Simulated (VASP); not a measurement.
A run of VASP 6.6.1 is set up as follows.

File INCAR:

```
ALGO = Normal
EDIFF = 1E-6
ENCUT = 520
GGA = CA
ISIF = 2
ISMEAR = -1
LASPH = T
LCHARG = F
LREAL = F
LWAVE = F
NBANDS = 26
NELM = 60
PREC = Accurate
SIGMA = 0.1
```

KPOINTS

```
k-points
0
Gamma
  8 8 11
```

File POSCAR:

```
In
1.0
    5.0531136317      0.0000000000      0.0000000000
   -2.5265568159      4.3761247732      0.0000000000
    0.0000000000      0.0000000000      3.1163092869
In
3
Direct
    0.0000000000      0.0000000000      0.0000000000
    0.3333333333      0.6666666667      0.5000000000
    0.6666666667      0.3333333333      0.5000000000
```

Potentials or basis: VASP PAW LDA potentials, release 64 (In_d).

Command:

```sh
$ cat potpaw_LDA.64/In_d/POTCAR > POTCAR
$ mpirun -np 1 vasp_std > vasp.out
```

(1) Estimate the pressure.

Answers

(1) 5.0 GPa.
